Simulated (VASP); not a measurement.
# Tl3Ru: relaxation of cell and atoms with PBE

The system is Tl3Ru.

```
CELL_PARAMETERS angstrom
4.07000 0.00000 0.00000
0.00000 4.07000 0.00000
0.00000 0.00000 4.07000
ATOMIC_POSITIONS crystal
Ru 0.00000 0.00000 0.00000
Tl 0.00000 0.50000 0.50000
Tl 0.50000 0.00000 0.50000
Tl 0.50000 0.50000 0.00000
```

| Property | Result |
| --- | --- |
| Program | VASP 6.6.1 |
| Task | relaxation of cell and atoms |
| Functional | PBE |
| Potentials or basis | VASP PAW PBE potentials, release 64 (Ru_pv, Tl_d) |
| Cutoff | 600 eV |
| k mesh | 5 × 5 × 5 |
| Occupations | methfessel-paxton, width 0.1 eV |
| Spin | no spin polarisation |
| Dipole correction | no |
| Further INCAR settings | ALGO = Normal; EDIFF = 1e-07; IBRION = 2; EDIFFG = -0.02; NSW = 80; ISIF = 3 |

```
Relaxed volume                        : 23.46 Å³/atom
Relaxed cell                          : a = 4.544 Å, b = 4.544 Å, c = 4.544 Å, α = 90.00°, β = 90.00°, γ = 90.00°
Space group after relaxing (to 0.1 Å) : Pm-3m (No. 221)
Energy gained by relaxing             : 637.2 meV/atom
Ionic steps                           : 5
Pressure after relaxing               : 0.0 GPa
Band gap on the k mesh                : zero (an odd number of electrons rules out a gap without spin polarisation)
```

Step by step:
```csv
step,energy change (eV),largest force (eV/Å),pressure (GPa),volume (Å³)
1,0.0000,0.0000,45.08,67.42
2,-1.5556,0.0000,-7.51,125.09
3,-2.5489,0.0000,0.16,93.59
4,-2.5488,0.0000,-0.18,94.17
5,-2.5490,0.0000,0.01,93.85
```

Final structure:
```
Ru Tl
1.0
     4.54435    0.00000    0.00000
     0.00000    4.54435    0.00000
     0.00000    0.00000    4.54435
Ru Tl
1 3
Direct
  0.00000 0.00000 0.00000
  0.00000 0.50000 0.50000
  0.50000 0.00000 0.50000
  0.50000 0.50000 0.00000
```

Levels at points of the mesh, in eV from the Fermi level:
| k point | band 24 | band 25 | band 26 | band 27 | band 28 | band 29 |
| --- | --- | --- | --- | --- | --- | --- |
| (0.00, 0.00, 0.00) | -1.25 | -0.45 | -0.45 | -0.45 | 0.46 | 0.46 |

It took 91 s on 1 thread of Intel(R) Xeon(R) Platinum 8488C (Sapphire Rapids), on a shared host, peak memory 0.22 GiB.

Caveat: the volume moved by over 15 % at a fixed basis, so the end points are rough; spin-orbit coupling is left out, which moves the levels of the heavy elements.
